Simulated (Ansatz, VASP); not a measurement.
**Two plane-wave programs on Al2O3**

```
CELL_PARAMETERS angstrom
3.01748 0.00000 0.00000
-1.50874 2.61322 0.00000
0.00000 0.00000 7.57464
ATOMIC_POSITIONS crystal
Al 0.00000 0.00000 0.27795
Al 0.00000 0.00000 0.72205
O 0.33333 0.66667 0.19945
O 0.66667 0.33333 0.80055
O 0.00000 0.00000 0.50000
```

Alike in both runs: task relaxation of cell and atoms; functional PBEsol; dispersion D4; k mesh 12 × 12 × 4; no spin polarisation.

|  | VASP | Ansatz |
| --- | --- | --- |
| version | VASP 6.6.1 | Ansatz 0.2.0 |
| potentials or method | VASP PAW PBE potentials, release 64 (Al, O) | plane waves, PAW |
| plane-wave cutoff (eV) | 600 | 420 |
| occupations | gaussian, width 0.01 eV | fixed |
| valence electrons in the cell | 24 | 24 |

|  | VASP | Ansatz | Ansatz less VASP |
| --- | --- | --- | --- |
| relaxed volume (Å³/atom) | 11.27 | 11.35 | +0.076 |
| relaxed length of the cell vector where the two differ most in proportion (Å) | 7.339 | 7.385 | +0.0462 |

VASP's potentials were made for PBE, not for PBEsol.
